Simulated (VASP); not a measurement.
**TiCo: single point with PBEsol**

Crystal: TiCo.

```
CELL_PARAMETERS angstrom
2.93850 0.00000 0.00000
0.00000 2.93850 0.00000
0.00000 0.00000 2.93850
ATOMIC_POSITIONS crystal
Ti 0.00000 0.93194 0.00000
Co 0.50000 0.55528 0.50000
```

This cell differs from its parent crystal: atoms displaced along a vibrational mode.

```yaml
Program: VASP 6.6.1
Task: single point
Functional: PBEsol
Potentials_or_basis: VASP PAW PBE potentials, release 64 (Ti_sv, Co)
Cutoff: 520 eV
k_mesh: 20 × 20 × 20
Occupations: gaussian, width 0.15 eV
Spin: collinear spin, ferromagnetic start
Starting_moments: "[0.0, 0.75] μB"
```

- Pressure: 6.1 GPa
- Largest force: 1.469 eV/Å
- Net moment: 0.29 μB per cell
- Site moments: Ti +0.04; Co +0.25 μB
- Valence electrons inside the program's atomic spheres: Ti 10.43; Co 8.46

Forces in eV/Å, atoms in the order of the input:
```
Ti   0.000  1.469  0.000
Co   0.000 -1.469  0.000
```

Stress tensor (GPa, compression positive):
```
8.81 0.00 0.00
0.00 0.54 0.00
0.00 0.00 8.81
```

Levels at points of the mesh, in eV from the Fermi level:
Spin up:
| k point | band 8 | band 9 | band 10 | band 11 | band 12 | band 13 | band 14 | band 15 |
| --- | --- | --- | --- | --- | --- | --- | --- | --- |
| (0.00, 0.00, 0.00) | -1.97 | -1.48 | -1.48 | 0.02 | 1.06 | 2.67 | 2.67 | 3.17 |
| (0.50, 0.00, 0.00) | -2.56 | -1.99 | -1.62 | -0.08 | 0.19 | 1.15 | 1.41 | 2.72 |
| (0.00, 0.50, 0.00) | -1.72 | -1.72 | -1.64 | -0.19 | -0.08 | 0.74 | 0.74 | 2.76 |
| (0.50, 0.50, 0.00) | -2.70 | -0.94 | -0.45 | 0.16 | 1.26 | 2.18 | 2.75 | 2.81 |
| (0.50, 0.00, 0.50) | -2.28 | -0.89 | -0.65 | 0.74 | 0.74 | 0.84 | 2.22 | 2.22 |
| (0.50, 0.50, 0.50) | -2.16 | -1.88 | -1.88 | -0.86 | -0.83 | 3.34 | 3.40 | 6.70 |
Spin down:
| k point | band 7 | band 8 | band 9 | band 10 | band 11 | band 12 | band 13 | band 14 |
| --- | --- | --- | --- | --- | --- | --- | --- | --- |
| (0.00, 0.00, 0.00) | -3.59 | -1.81 | -1.32 | -1.32 | 0.20 | 1.20 | 2.72 | 2.72 |
| (0.50, 0.00, 0.00) | -2.77 | -2.45 | -1.82 | -1.47 | 0.18 | 0.28 | 1.22 | 1.49 |
| (0.00, 0.50, 0.00) | -3.18 | -1.55 | -1.55 | -1.47 | -0.01 | 0.14 | 0.77 | 0.77 |
| (0.50, 0.50, 0.00) | -2.59 | -2.57 | -0.62 | -0.19 | 0.21 | 1.34 | 2.24 | 2.84 |
| (0.50, 0.00, 0.50) | -2.14 | -2.14 | -0.58 | -0.35 | 0.77 | 0.77 | 0.95 | 2.28 |
| (0.50, 0.50, 0.50) | -2.44 | -2.12 | -1.81 | -1.81 | -0.54 | -0.42 | 3.40 | 3.41 |

It took 34 min on 1 thread of AMD EPYC 9755 128-Core Processor, with other jobs on the host, peak memory 0.63 GiB.

Caveat: the cell differs from its parent crystal (atoms displaced along a vibrational mode); the stress differs along the axes, from 1 to 9 GPa; the PAW data sets were made with another functional, which shifts forces and pressure a little.
